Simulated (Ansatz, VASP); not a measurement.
# One calculation of CoSi, two programs

Contents of INCAR:

```
PREC = Accurate
ENCUT = 520
EDIFF = 1E-6
ISMEAR = -1
SIGMA = 0.03
LREAL = F
LASPH = T
NELM = 100
ALGO = Normal
ISIF = 2
LWAVE = F
LCHARG = F
GGA = PE
NBANDS = 14
```

Contents of KPOINTS:

```
regular mesh
0
Gamma
  14 14 14
```

File POSCAR:

```
CoSi
1.0
    2.5819617674      0.0000000000      0.0000000000
    0.0000000000      2.5819617674      0.0000000000
    0.0000000000      0.0000000000      2.5819617674
Co Si
1 1
Direct
    0.0000000000      0.0000000000      0.0000000000
    0.5000000000      0.5000000000      0.5000000000
```

Input for Ansatz:

```yaml
crystal:
  lattice:
    - [2.5819617674, 0.0, 0.0]
    - [0.0, 2.5819617674, 0.0]
    - [0.0, 0.0, 2.5819617674]
  atoms:
    - { symbol: Co, position: [0.0, 0.0, 0.0] }
    - { symbol: Si, position: [0.5, 0.5, 0.5] }
kpoints:
  mp_grid: { grid: [14, 14, 14] }
scf:
  occupations: { method: fermi_dirac, width: 0.03 }
  lower_state_search: "off"
hamiltonian:
  xc: pbe
  pseudopotentials: { kind: paw }
output:
  forces: true
  stress: true
  eigenvalues: true
  write_density: true
  write_potential: true
  elf: true
  volumetric_format: npy
```

Change from the starting cell: volume scaled by 0.8, no spin polarisation, PAW files.

Alike in both runs: task single point; functional PBE; k mesh 14 × 14 × 14; occupations fermi-dirac, width 0.03 eV; no spin polarisation.

```csv
,VASP,Ansatz
version,VASP 6.6.1,Ansatz 0.2.0
potentials or method,"VASP PAW PBE potentials, release 64 (Co, Si)","PAW with Ansatz's default frozen-core files, scalar-relativistic"
plane-wave cutoff (eV),520,420
valence electrons in the cell,13,21
```

|  | VASP | Ansatz | Ansatz less VASP |
| --- | --- | --- | --- |
| pressure (GPa) | 79.0 | 78.4 | -0.60 |

Both programs put the cell under a high pressure, so it lies far from rest at this level. VASP's potentials hold 13 valence electrons a cell and Ansatz's 21, so a difference there can come from the potentials and not from the codes.

Noted on VASP's run: the cell as given lies far from equilibrium.
